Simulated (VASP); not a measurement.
# PdRh2 (Fm-3m) in VASP: further runs, part 2 of 2

VASP 6.6.1. Earlier steps stand in the parts before.

## (3) Single point, PBE

This run uses another cell than the first one, of 17.18 Å³/atom.

File INCAR:

```
SYSTEM = PdRh2
PREC = Accurate ; ENCUT = 520
EDIFF = 1E-6 ; ISMEAR = 0
SIGMA = 0.1 ; LREAL = .False.
LASPH = .True. ; NELM = 60
ALGO = Normal ; ISIF = 2
LWAVE = .False. ; LCHARG = .False.
GGA = PE ; NBANDS = 27
```

File KPOINTS:

```
Automatic mesh
0
Gamma
  6 6 6
  0 0 0
```

File POSCAR:

```
PdRh2
1.0
    0.0000000000      2.9539125236      2.9539125236
    2.9539125236      0.0000000000      2.9539125236
    2.9539125236      2.9539125236      0.0000000000
Pd Rh
1 2
Direct
    0.0000000000      0.0000000000      0.0000000000
    0.2500000000      0.2500000000      0.2500000000
    0.7500000000      0.7500000000      0.7500000000
```

Potentials or basis: VASP PAW PBE potentials, release 64 (Pd, Rh_pv).

Started as:

```sh
$ cat potpaw_PBE.64/Pd/POTCAR potpaw_PBE.64/Rh_pv/POTCAR > POTCAR
$ mpirun -np 1 vasp_std > vasp.out
```

OUTCAR:

```text
SYSTEM = PdRh2
   PREC = Accurate
   ENCUT = 520
   EDIFF = 1E-6
   ISMEAR = 0
   LREAL = .False.
   LASPH = .True.
   NELM = 60
   ISIF = 2
   GGA = PE

 ion  position               nearest neighbor table
   1  0.000  0.000  0.000-   3 2.56   3 2.56   3 2.56   2 2.56   3 2.56   2 2.56   2 2.56   2 2.56

   2  0.250  0.250  0.250-   1 2.56   1 2.56   1 2.56   1 2.56   3 2.95   3 2.95   3 2.95   3 2.95
                             3 2.95   3 2.95
   3  0.750  0.750  0.750-   1 2.56   1 2.56   1 2.56   1 2.56   2 2.95   2 2.95   2 2.95   2 2.95
                             2 2.95   2 2.95

  LATTYP: Found a face centered cubic cell.
 ALAT       =     5.9078250472

  Lattice vectors:

 A1 = (   0.0000000000,   2.9539125236,   2.9539125236)
 A2 = (   2.9539125236,   0.0000000000,   2.9539125236)
 A3 = (   2.9539125236,   2.9539125236,   0.0000000000)

Analysis of symmetry for initial positions (statically):
=====================================================================
 Subroutine PRICEL returns:
 Original cell was already a primitive cell.

 Routine SETGRP: Setting up the symmetry group for a
 face centered cubic supercell.

[... 158 lines left out ...]

 E-fermi :   8.2032     XC(G=0): -12.3116

 val. band max:        8.1593390467   @ k =   0.5000   0.3333   0.1667
 cond. band min:       8.2366679787   @ k =  -0.3333   0.1667   0.0000
 fundamental gap:      0.0773289320
 Fermi energy:         8.2031603474

 k-point     1 :       0.0000    0.0000    0.0000
  band No.  band energies     occupation
      1     -37.9506      2.00000
      2     -37.9506      2.00000
      3     -37.9506      2.00000
      4     -37.8288      2.00000
      5     -37.8288      2.00000
      6     -37.8288      2.00000
[... 469 lines left out ...]
     26      18.8146      0.00000
     27      19.3202      0.00000

------------------------ aborting loop because EDIFF is reached ----------------------------------------

  FORCE on cell =-STRESS in cart. coord.  units (eV):
  Direction    XX          YY          ZZ          XY          YZ          ZX
  --------------------------------------------------------------------------------------
  -------------------------------------------------------------------------------------
  Total       -0.0127767     -0.0127767     -0.0127767     -0.0000000     -0.0000000      0.0000000
  in kB       -0.3971072     -0.3971072     -0.3971072     -0.0000000     -0.0000000      0.0000000
  external PRESSURE =      -0.3971072 kB  Pullay stress =       0.0000000 kB

 VOLUME and BASIS-vectors are now :
 -----------------------------------------------------------------------------
  energy-cutoff  :      520.00
  volume of cell :       51.55
      direct lattice vectors                 reciprocal lattice vectors
     0.000000000  2.953912524  2.953912524    -0.169267030  0.169267030  0.169267030
     2.953912524  0.000000000  2.953912524     0.169267030 -0.169267030  0.169267030
     2.953912524  2.953912524  0.000000000     0.169267030  0.169267030 -0.169267030

 POSITION                                       TOTAL-FORCE (eV/Angst)
 -----------------------------------------------------------------------------------
      0.00000      0.00000      0.00000        -0.000000      0.000000     -0.000000
      1.47696      1.47696      1.47696        -0.000000     -0.000000     -0.000000
      4.43087      4.43087      4.43087         0.000000      0.000000      0.000000
 -----------------------------------------------------------------------------------
    total drift:                               -0.000000     -0.000000      0.000000

  FREE ENERGIE OF THE ION-ELECTRON SYSTEM (eV)
  ---------------------------------------------------
  free  energy   TOTEN  =       -17.5545402593 eV

  energy  without entropy=      -17.5293453484  energy(sigma->0) =      -17.54194280
```

OSZICAR:

```text
N       E                     dE             d eps       ncg     rms          rms(c)
DAV:   1     0.405826004381E+03    0.40583E+03   -0.24091E+04   888   0.157E+03
DAV:   2    -0.816548332428E+01   -0.41399E+03   -0.40436E+03   917   0.456E+02
DAV:   3    -0.184742792746E+02   -0.10309E+02   -0.10179E+02   934   0.793E+01
DAV:   4    -0.185733668728E+02   -0.99088E-01   -0.99059E-01   959   0.766E+00
DAV:   5    -0.185753501750E+02   -0.19833E-02   -0.19833E-02   920   0.113E+00    0.134E+01
DAV:   6    -0.175981569341E+02    0.97719E+00   -0.34842E+00   900   0.152E+01    0.587E+00
DAV:   7    -0.175720904155E+02    0.26067E-01   -0.62311E-02   891   0.253E+00    0.303E+00
DAV:   8    -0.175712283395E+02    0.86208E-03   -0.11224E-01   900   0.382E+00    0.194E+00
DAV:   9    -0.175545148497E+02    0.16713E-01   -0.29105E-02   900   0.199E+00    0.119E-01
DAV:  10    -0.175545413428E+02   -0.26493E-04   -0.15600E-03   915   0.283E-01    0.406E-02
DAV:  11    -0.175545411215E+02    0.22131E-06   -0.83548E-05   911   0.942E-02    0.990E-03
DAV:  12    -0.175545402593E+02    0.86220E-06   -0.58905E-06   929   0.250E-02
   1 F= -.17554540E+02 E0= -.17541943E+02  d E =-.251949E-01
```

Wall time 8.7 s (1 thread of AMD EPYC 9R45 (Zen 5), shared host); peak memory 0.15 GiB.

Results:

* Free energy: -17.5545 eV
* Pressure: 0.0 GPa
* Band gap on the k mesh: zero (bands 20 and 21 overlap by 0.46 eV)

## (4) Relaxation of cell and atoms, PBE

File INCAR:

```
SYSTEM = PdRh2
PREC = Accurate
ENCUT = 600
EDIFF = 1E-6
ISMEAR = 0
SIGMA = 0.1
LREAL = .FALSE.
LASPH = .TRUE.
NELM = 80
ALGO = Normal
ISIF = 3
LWAVE = .FALSE.
LCHARG = .FALSE.
GGA = PE
IBRION = 2
NSW = 90
EDIFFG = -0.04
```

File KPOINTS:

```
regular mesh
0
G
  6 6 6
  0 0 0
```

File POSCAR:

```
PdRh2
1.0
    0.0000000000      2.6932644158      2.6932644158
    2.6932644158      0.0000000000      2.6932644158
    2.6932644158      2.6932644158      0.0000000000
Pd Rh
1 2
Direct
    0.0000000000      0.0000000000      0.0000000000
    0.2500000000      0.2500000000      0.2500000000
    0.7500000000      0.7500000000      0.7500000000
```

Started as:

```sh
$ cat potpaw_PBE.64/Pd/POTCAR potpaw_PBE.64/Rh_pv/POTCAR > POTCAR
$ mpirun -np 1 vasp_std > vasp.out
```

Run time: 54 s. Hardware: 1 thread of AMD EPYC 9R45 (Zen 5), shared host; peak memory 0.15 GiB.

It converged, with:

- Free energy: -17.5431 eV
- Relaxed volume: 17.20 Å³/atom
- Relaxed cell: a = 4.179 Å, b = 4.179 Å, c = 4.179 Å, α = 60.00°, β = 60.00°, γ = 60.00°
- Space group after relaxing (to 0.1 Å): Fm-3m (No. 225)
- Pressure after relaxing: -0.1 GPa
- Band gap on the k mesh: zero (bands 20 and 21 overlap by 0.46 eV)

Final structure:
```xyz
3
Lattice="0.0000 2.9548 2.9548 2.9548 0.0000 2.9548 2.9548 2.9548 0.0000" Properties=species:S:1:pos:R:3 pbc="T T T"
Pd    0.0000    0.0000    0.0000
Rh    1.4774    1.4774    1.4774
Rh    4.4322    4.4322    4.4322
```

Levels at points of the mesh, in eV from the Fermi level:
```
           k point  band 18  band 19  band 20  band 21  band 22  band 23
(0.00, 0.00, 0.00)     0.08     0.08     0.08     0.46     0.46     9.51
(0.50, 0.00, 0.00)    -0.80    -0.68    -0.68     0.06     0.06     1.32
(0.50, 0.50, 0.00)    -0.49     0.34     0.34     0.39     0.79     2.34
```

Caveat: the volume moved by over 15 % at a fixed basis, so the end points are rough.

## (5) The runs side by side

| task | cell | cutoff (eV) | gap on the mesh (eV) | pressure (GPa) |
| --- | --- | --- | --- | --- |
| single point | a = 3.809 Å, angles 60.0°, 3 atoms | 520 | none | 93.4 |
| single point | a = 4.177 Å, angles 60.0°, 3 atoms | 520 | none | 0.0 |
| relaxation of cell and atoms | relaxed from a = 3.809 Å, angles 60.0°, 3 atoms | 600 | none | -0.1 |

Alike in all rows: level PBE; potentials or basis VASP PAW PBE potentials, release 64 (Pd, Rh_pv); no spin polarisation; k mesh 6 × 6 × 6; smearing gaussian 0.1 eV.

Caveats: the cell stands under pressure (at least some runs); the volume moved by over 15 % at a fixed basis, so the end points are rough (at least some runs).

Total energies depend on the potentials used, so only differences within one code and one set of settings carry meaning.

The gap in the log of VASP goes by the Fermi energy; the results here count the filled bands.